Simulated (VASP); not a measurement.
EuS, 2 atoms in the cell. Symmetry: Fm-3m, No. 225, cubic system. The conventional cell has a = 5.957 Å, b = 5.957 Å, c = 5.957 Å, α = 90.00°, β = 90.00°, γ = 90.00°. Eu (site symmetry m-3m) has 6 S at 2.98 Å within 3.9 Å. S (site symmetry m-3m) has 6 Eu at 2.98 Å within 3.9 Å. 

| Property | Result |
| --- | --- |
| Program | VASP 6.6.1 |
| Task | single point |
| Functional | PBE |
| Potentials or basis | VASP PAW PBE potentials, release 64 (Eu, S) |
| Cutoff | 600 eV |
| k mesh | 7 × 7 × 7 |
| Occupations | fermi-dirac, width 0.03 eV |
| Spin | collinear spin, ferromagnetic start |
| Starting moments | [1.0, 0.0] μB |
| Fixed moment | 1 μB |
| Hubbard terms | Eu f U = 5.4 eV |
| Dipole correction | no |
| Further INCAR settings | ALGO = Normal; EDIFF = 1e-06; NBANDS = 22 |

Potentials or basis: VASP PAW PBE potentials, release 64 (Eu, S).

The run is started by

```sh
$ cat potpaw_PBE.64/Eu/POTCAR potpaw_PBE.64/S/POTCAR > POTCAR
$ mpirun -np 1 vasp_std > vasp.out
```

Hardware: 1 thread of Intel Xeon 8259CL, on a shared host.

How long does it take, and how much memory?

It took 6.1 min on 1 thread of Intel Xeon 8259CL (shared host), peak memory 0.28 GiB. Counts: scf iterations 37, k points 20.
